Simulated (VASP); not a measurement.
Crystal: MgO.

```xyz
10
Lattice="3.0078 0.0000 0.0000 -1.5039 2.6049 0.0000 0.0000 0.0000 12.2793" Properties=species:S:1:pos:R:3 pbc="T T T"
Mg    0.0000    0.0000    0.0000
Mg    0.0000    1.7366    2.4559
Mg    1.5039    0.8683    4.9117
Mg    0.0000    1.7366    7.3676
Mg    1.5039    0.8683    9.8234
O     1.5039    0.8683    1.2279
O     0.0000    0.0000    3.6838
O     0.0000    0.0000    6.1396
O     0.0000    0.0000    8.5955
O     0.0000    1.7366   11.0513
```

* Program: VASP 6.6.1
* Task: relaxation of cell and atoms
* Functional: PBE
* Potentials or basis: VASP PAW PBE potentials, release 64 (Mg, O)
* Cutoff: 600 eV
* k mesh: 9 × 9 × 3
* Occupations: gaussian, width 0.02 eV
* Spin: no spin polarisation

At the start: pressure 1.8 GPa; volume 9.62 Å³/atom.

Question: Where does the relaxation end?

Answer: Over 11 steps the energy falls by 22.0 meV/atom and the volume is 9.69 Å³/atom (+0.7 %); space group P-3m1 (No. 164, to 0.1 Å) before and after.

The path:
```csv
step,energy change (eV),largest force (eV/Å),pressure (GPa),volume (Å³)
1,0.0000,1.1270,1.76,96.21
2,-0.1762,0.4209,-1.05,97.64
3,-0.1774,0.4035,-0.85,97.52
4,-0.2005,0.2176,-0.04,96.94
5,-0.2033,0.2961,0.39,96.65
6,-0.2176,0.0977,0.41,96.65
7,-0.2196,0.0801,0.44,96.65
8,-0.2202,0.0282,-0.24,97.09
9,-0.2204,0.0118,-0.03,96.95
10,-0.2204,0.0113,-0.01,96.94
11,-0.2204,0.0026,0.00,96.93
```

Final structure:
```cif
data_structure
_symmetry_space_group_name_H-M 'P 1'
_symmetry_Int_Tables_number 1
_cell_length_a 2.9822
_cell_length_b 2.9822
_cell_length_c 12.5844
_cell_angle_alpha 90.000
_cell_angle_beta 90.000
_cell_angle_gamma 120.000
_cell_volume 96.93
loop_
_atom_site_label
_atom_site_type_symbol
_atom_site_fract_x
_atom_site_fract_y
_atom_site_fract_z
_atom_site_occupancy
Mg1 Mg 0.00000 0.00000 0.00000 1
Mg2 Mg 0.33333 0.66667 0.19519 1
Mg3 Mg 0.66667 0.33333 0.39638 1
Mg4 Mg 0.33333 0.66667 0.60362 1
Mg5 Mg 0.66667 0.33333 0.80481 1
O1 O 0.66667 0.33333 0.09760 1
O2 O 0.00000 0.00000 0.29246 1
O3 O 0.00000 0.00000 0.50000 1
O4 O 0.00000 0.00000 0.70754 1
O5 O 0.33333 0.66667 0.90240 1
```
